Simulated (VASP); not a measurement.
Here is a VASP 6.6.1 calculation.

Contents of POSCAR:

```
O
1.0
    1.7755900000      0.0000000000      0.0000000000
    0.0000000000      1.7755900000      0.0000000000
    0.0000000000      0.0000000000      3.0530500000
O
1
Direct
    0.0000000000      0.0000000000      0.0000000000
```

The input INCAR.step1:

```
PREC = Accurate
ENCUT = 660
ISMEAR = -1
SIGMA = 0.15
LREAL = F
LASPH = T
NELM = 120
NBANDS = 9
GGA = PE
ALGO = Normal
EDIFF = 1E-5
LWAVE = T
LCHARG = F
GGA_COMPAT = F
```

File INCAR.step2:

```
PREC = Accurate
ENCUT = 660
EDIFF = 1E-6
ISMEAR = -1
SIGMA = 0.15
LREAL = F
LASPH = T
NELM = 120
ALGO = Normal
ISIF = 2
LWAVE = F
LCHARG = F
METAGGA = R2SCAN
LMIXTAU = T
NBANDS = 9
ISTART = 1
GGA_COMPAT = F
```

File KPOINTS:

```
regular mesh
0
Gamma
  18 18 11
```

Potentials or basis: VASP PAW PBE potentials, release 64 (O).

Launch:

```sh
$ cat potpaw_PBE.64/O/POTCAR > POTCAR
$ cp INCAR.step1 INCAR
$ mpirun -np 1 vasp_std > vasp.out
$ cp INCAR.step2 INCAR
$ mpirun -np 1 vasp_std > vasp.out
```

**Question.** What does it give for the band gap on the k mesh?

**Answer.** Zero (bands 3 and 4 overlap by 5.61 eV).

**Question.** What does it give for the pressure?

**Answer.** -0.7 GPa.

Stress tensor (GPa, compression positive):
```
-1.15  0.00  0.00
 0.00 -1.15  0.00
 0.00  0.00  0.09
```

Caveat: the PAW data sets were made with another functional, which shifts forces and pressure a little.
